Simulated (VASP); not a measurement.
# Ir (Fm-3m) in VASP: single point with r2SCAN

Aim: the single point of Ir with r2SCAN.

All numbers are computed with VASP 6.6.1; they aren't measurements. Logs are shortened: lines on timing, memory, paths and dates and some standing lists are left out, and cuts for length are marked.

## 1. The cell of the first run

It takes space group Fm-3m (No. 225, cubic). The conventional cell has a = 3.724 Å, b = 3.724 Å, c = 3.724 Å, α = 90.00°, β = 90.00°, γ = 90.00°. Ir (site symmetry m-3m) has 12 Ir at 2.63 Å within 3.5 Å.

## 2. Single point, r2SCAN (strain -0.030 along x and y, -0.030 along z)

File POSCAR:

```
Ir
1.0
    0.0000000000      1.8621090000      1.8621090000
    1.8621090000      0.0000000000      1.8621090000
    1.8621090000      1.8621090000      0.0000000000
Ir
1
Direct
    0.0000000000      0.0000000000      0.0000000000
```

File INCAR.step1:

```
SYSTEM = Ir
PREC = Accurate
ENCUT = 620
ISMEAR = 0
SIGMA = 0.15
LREAL = .False.
LASPH = .True.
NELM = 120
NBANDS = 14
GGA = PE
ALGO = Normal
EDIFF = 1E-5
LWAVE = .True.
LCHARG = .False.
GGA_COMPAT = .False.
```

File INCAR.step2:

```
SYSTEM = Ir
PREC = Accurate
ENCUT = 620
EDIFF = 1E-6
ISMEAR = 0
SIGMA = 0.15
LREAL = .False.
LASPH = .True.
NELM = 120
ALGO = Normal
ISIF = 2
LWAVE = .False.
LCHARG = .False.
METAGGA = R2SCAN
LMIXTAU = .True.
NBANDS = 14
ISTART = 1
GGA_COMPAT = .False.
```

File KPOINTS:

```
Automatic mesh
0
Gamma
  22 22 22
  0 0 0
```

Potentials or basis: VASP PAW PBE potentials, release 64 (Ir_sv_GW).

Launch:

```bash
$ cat potpaw_PBE.64/Ir_sv_GW/POTCAR > POTCAR
$ cp INCAR.step1 INCAR
$ mpirun -np 1 vasp_std > vasp.out
$ cp INCAR.step2 INCAR
$ mpirun -np 1 vasp_std > vasp.out
```

OUTCAR:

```text
SYSTEM = Ir
   PREC = Accurate
   ENCUT = 620
   EDIFF = 1E-6
   ISMEAR = 0
   LREAL = .False.
   LASPH = .True.
   NELM = 120
   ISIF = 2
   METAGGA = R2SCAN
   ISTART = 1

 ion  position               nearest neighbor table
   1  0.000  0.000  0.000-

  LATTYP: Found a face centered cubic cell.
 ALAT       =     3.7242180000

  Lattice vectors:

 A1 = (   0.0000000000,   1.8621090000,   1.8621090000)
 A2 = (   1.8621090000,   0.0000000000,   1.8621090000)
 A3 = (   1.8621090000,   1.8621090000,   0.0000000000)

Analysis of symmetry for initial positions (statically):
=====================================================================
 Subroutine PRICEL returns:
 Original cell was already a primitive cell.

 Routine SETGRP: Setting up the symmetry group for a
 face centered cubic supercell.

 Subroutine GETGRP returns: Found 48 space group operations
 (whereof 48 operations were pure point group operations)
 out of a pool of 48 trial point group operations.

The static configuration has the point symmetry O_h .

Analysis of symmetry for dynamics (positions and initial velocities):
=====================================================================
 Subroutine PRICEL returns:
 Original cell was already a primitive cell.

 Routine SETGRP: Setting up the symmetry group for a
 face centered cubic supercell.

 Subroutine GETGRP returns: Found 48 space group operations
 (whereof 48 operations were pure point group operations)
 out of a pool of 48 trial point group operations.

The dynamic configuration has the point symmetry O_h .

 Subroutine INISYM returns: Found 48 space group operations
 (whereof 48 operations are pure point group operations),
 and found     1 'primitive' translations

----------------------------------------------------------------------------------------

                                     Primitive cell

  volume of cell :      12.9135

  direct lattice vectors                    reciprocal lattice vectors
     0.000000000  1.862109000  1.862109000    -0.268512745  0.268512745  0.268512745
     1.862109000  0.000000000  1.862109000     0.268512745 -0.268512745  0.268512745
     1.862109000  1.862109000  0.000000000     0.268512745  0.268512745 -0.268512745

  length of vectors
     2.633419802  2.633419802  2.633419802     0.465077718  0.465077718  0.465077718

  position of ions in fractional coordinates (direct lattice)
     0.000000000  0.000000000  0.000000000

  ion indices of the primitive-cell ions
   primitive index   ion index
                 1           1

----------------------------------------------------------------------------------------

 KPOINTS: Automatic mesh

Automatic generation of k-mesh.
 Grid dimensions read from file:
 generate k-points for:   22   22   22

 Generating k-lattice:

  Cartesian coordinates                     Fractional coordinates (reciprocal lattice)
    -0.012205125  0.012205125  0.012205125     0.045454545  0.000000000  0.000000000
     0.012205125 -0.012205125  0.012205125     0.000000000  0.045454545  0.000000000
     0.012205125  0.012205125 -0.012205125     0.000000000  0.000000000  0.045454545

  Length of vectors
     0.021139896  0.021139896  0.021139896

  Shift w.r.t. Gamma in fractional coordinates (k-lattice)
     0.000000000  0.000000000  0.000000000

 Subroutine IBZKPT returns following result:
 ===========================================

 Found    328 irreducible k-points:

 Following reciprocal coordinates:
            Coordinates               Weight
  0.000000  0.000000  0.000000      1.000000
  0.045455  0.000000  0.000000      8.000000
  0.090909  0.000000  0.000000      8.000000
  0.136364  0.000000  0.000000      8.000000
  0.181818  0.000000  0.000000      8.000000
  0.227273  0.000000  0.000000      8.000000
[... 16 lines left out ...]
  0.500000  0.045455  0.000000     24.000000
 -0.454545  0.045455  0.000000     24.000000
 [... further k-points ...]
   k-points           NKPTS =    328   k-points in BZ     NKDIM =    328   number of bands    NBANDS=     14
   number of dos      NEDOS =    301   number of ions     NIONS =      1
   total plane-waves  NPLWV =  13824
   dimension x,y,z NGX =    24 NGY =   24 NGZ =   24
   dimension x,y,z NGXF=    48 NGYF=   48 NGZF=   48
   ions per type =               1
   NGX,Y,Z   is equivalent  to a cutoff of  15.15, 15.15, 15.15 a.u.
   NGXF,Y,Z  is equivalent  to a cutoff of  30.30, 30.30, 30.30 a.u.
 SYSTEM =  Ir
   PREC   = accura    normal or accurate (medium, high low for compatibility)
   ISTART =      1    job   : 0-new  1-cont  2-samecut
   ICHARG =      0    charge: 1-file 2-atom 10-const
   ISPIN  =      1    spin polarized calculation?
   LNONCOLLINEAR =      F non collinear calculations
   LSORBIT =      F    spin-orbit coupling
   LASPH  =      T    aspherical Exc in radial PAW
   ENCUT  =  620.0 eV  45.57 Ry    6.75 a.u.   5.35  5.35  5.35*2*pi/ulx,y,z
   NELM   =    120;   NELMIN=  2; NELMDL=  0     # of ELM steps
   EDIFF  = 0.1E-05   stopping-criterion for ELM
   LREAL  =      F    real-space projection
   EDIFFG = 0.1E-04   stopping-criterion for IOM
   NSW    =      0    number of steps for IOM
   IBRION =     -1    ionic relax: 0-MD 1-quasi-New 2-CG
   NFREE  =      0    steps in history (QN), initial steepest desc. (CG)
   ISIF   =      2    stress and relaxation
   ISYM   =      2    0-nonsym 1-usesym 2-fastsym
   POTIM  = 0.5000    time-step for ionic-motion
   TEBEG  =    0.0;   TEEND  =   0.0 temperature during run
   PSTRESS=    0.0 pullay stress
   NELECT =      17.0000    total number of electrons
   NUPDOWN=      -1.0000    fix difference up-down
   EMIN   =  10.00;   EMAX   =-10.00  energy-range for DOS
   EFERMI =   0.00;   METHOD = LEGACY
   ISMEAR =     0;   SIGMA  =   0.15  broadening in eV -4-tet -1-fermi 0-gaus
   EFERMI_NEDOS =   21; number of points for ismear=-14 and -15
   IALGO  =     38    algorithm
   IMIX   =      4    mixing-type and parameters
     AMIX     =   0.40;   BMIX     =  1.00
     AMIX_MAG =   1.60;   BMIX_MAG =  1.00
  volume/ion in A,a.u.               =      12.91        87.14
  Fermi-wavevector in a.u.,A,eV,Ry     =   1.794221  3.390587 43.800291  3.219231
  Thomas-Fermi vector in A             =   2.856222
   LORBIT       =      0    0 simple, 1 ext, 2 COOP (PROOUT), +10 PAW based schemes
   METAGGA = R2SCAN    functional components
   LHFCALC =     F    Hartree Fock is set to
   AEXX    =    0.0000 exact exchange contribution
   IVDW    =     0    specifies the selected vdW correction
   LEPSILON=     F    determine dielectric tensor
   LRPA    =     F    only Hartree local field effects (RPA)
 non-spin polarized calculation
 Gauss-broadening in eV      SIGMA  =   0.15
  energy-cutoff  :      620.00
  volume of cell :       12.91
 maximum number of plane-waves:       467
 NGX is ok and might be reduce to    24
   NGX = 11   NGY = 11   NGZ = 11

 number of electron      17.0000000 magnetization

 Free energy of the ion-electron system (eV)
  ---------------------------------------------------
  ext. energy  EPLUGINS =         0.00000000
  ---------------------------------------------------
  free energy    TOTEN  =       -52.74381319 eV

  energy without entropy =      -52.73340589  energy(sigma->0) =      -52.73860954

 E-fermi :  14.4903     XC(G=0): -16.5874

 val. band max:       14.4811814947   @ k =   0.4545   0.3636   0.0000
 cond. band min:      14.4973932744   @ k =   0.3636   0.2727   0.0000
 fundamental gap:      0.0162117797
 Fermi energy:        14.4903146677

 k-point     1 :       0.0000    0.0000    0.0000
  band No.  band energies     occupation
      1     -80.8428      2.00000
      2     -36.5145      2.00000
      3     -36.5145      2.00000
      4     -36.5145      2.00000
      5       2.0044      2.00000
      6       9.9279      2.00000
      7       9.9279      2.00000
      8       9.9279      2.00000
      9      13.0673      2.00000
     10      13.0673      2.00000
     11      28.4488      0.00000
     12      34.7897      0.00000
     13      34.7897      0.00000
     14      34.7897      0.00000

 k-point     2 :       0.0455    0.0000    0.0000
  band No.  band energies     occupation
      1     -80.8405      2.00000
      2     -36.5393      2.00000
      3     -36.5178      2.00000
      4     -36.5178      2.00000
      5       2.1119      2.00000
      6       9.8654      2.00000
      7       9.9756      2.00000
      8       9.9756      2.00000
      9      13.0330      2.00000
     10      13.0330      2.00000
     11      28.6426      0.00000
     12      34.3278      0.00000
     13      34.9733      0.00000
     14      34.9733      0.00000

 k-point     3 :       0.0909    0.0000    0.0000
  band No.  band energies     occupation
      1     -80.8338      2.00000
      2     -36.6115      2.00000
      3     -36.5273      2.00000
      4     -36.5273      2.00000
      5       2.4256      2.00000
      6       9.6975      2.00000
      7      10.1064      2.00000
      8      10.1064      2.00000
      9      12.9481      2.00000
     10      12.9481      2.00000
     11      29.1923      0.00000
     12      33.2830      0.00000
     13      35.5140      0.00000
     14      35.5140      0.00000
[... 324 lines left out ...]
 k-point    23 :       0.5000    0.0455    0.0000
  band No.  band energies     occupation
      1     -80.7287      2.00000
      2     -37.6672      2.00000
      3     -36.6896      2.00000
      4     -36.6801      2.00000
      5       5.1781      2.00000
      6       9.6527      2.00000
      7       9.8283      2.00000
      8      13.1311      2.00000
      9      15.6459      0.00000
     10      16.0949      0.00000
     11      23.2624      0.00000
     12      28.4453      0.00000
     13      35.1431      0.00000
     14      35.1839      0.00000

 k-point    24 :      -0.4545    0.0455    0.0000
  band No.  band energies     occupation
      1     -80.7295      2.00000
      2     -37.6598      2.00000
      3     -36.6929      2.00000
      4     -36.6747      2.00000
      5       5.1833      2.00000
      6       9.6768      2.00000
      7       9.8266      2.00000
      8      13.0393      2.00000
      9      15.4730      0.00000
     10      16.1348      0.00000
     11      23.4234      0.00000
     12      28.4986      0.00000
     13      35.0424      0.00000
     14      35.4733      0.00000

 [... further k-points ...]
[... 5 lines left out ...]
  --------------------------------------------------------------------------------------
  -------------------------------------------------------------------------------------
  Total        3.6061796      3.6061796      3.6061796      0.0000000     -0.0000000      0.0000000
  in kB      447.4171628    447.4171628    447.4171628      0.0000000     -0.0000000      0.0000000
  external PRESSURE =     447.4171628 kB  Pullay stress =       0.0000000 kB

 VOLUME and BASIS-vectors are now :
 -----------------------------------------------------------------------------
  energy-cutoff  :      620.00
  volume of cell :       12.91
      direct lattice vectors                 reciprocal lattice vectors
     0.000000000  1.862109000  1.862109000    -0.268512745  0.268512745  0.268512745
     1.862109000  0.000000000  1.862109000     0.268512745 -0.268512745  0.268512745
     1.862109000  1.862109000  0.000000000     0.268512745  0.268512745 -0.268512745

 POSITION                                       TOTAL-FORCE (eV/Angst)
 -----------------------------------------------------------------------------------
      0.00000      0.00000      0.00000         0.000000     -0.000000      0.000000
 -----------------------------------------------------------------------------------
    total drift:                                0.000000     -0.000000     -0.000000

  FREE ENERGIE OF THE ION-ELECTRON SYSTEM (eV)
  ---------------------------------------------------
  free  energy   TOTEN  =       -52.7438131917 eV

  energy  without entropy=      -52.7334058873  energy(sigma->0) =      -52.73860954
```

Run time: 2.2 min. Hardware: 1 thread of Intel Xeon Platinum 8488C (Sapphire Rapids), shared host; peak memory 0.22 GiB.

Results:

* Free energy: -52.7438 eV
* Pressure: 44.7 GPa
* Band gap on the k mesh: zero (an odd number of electrons rules out a gap without spin polarisation)

Caveat: the cell differs from its parent crystal (strain -0.030 along x and y, -0.030 along z); the cell stands under pressure; the PAW data sets were made with another functional, which shifts forces and pressure a little; spin-orbit coupling is left out, which moves the levels of the heavy elements.
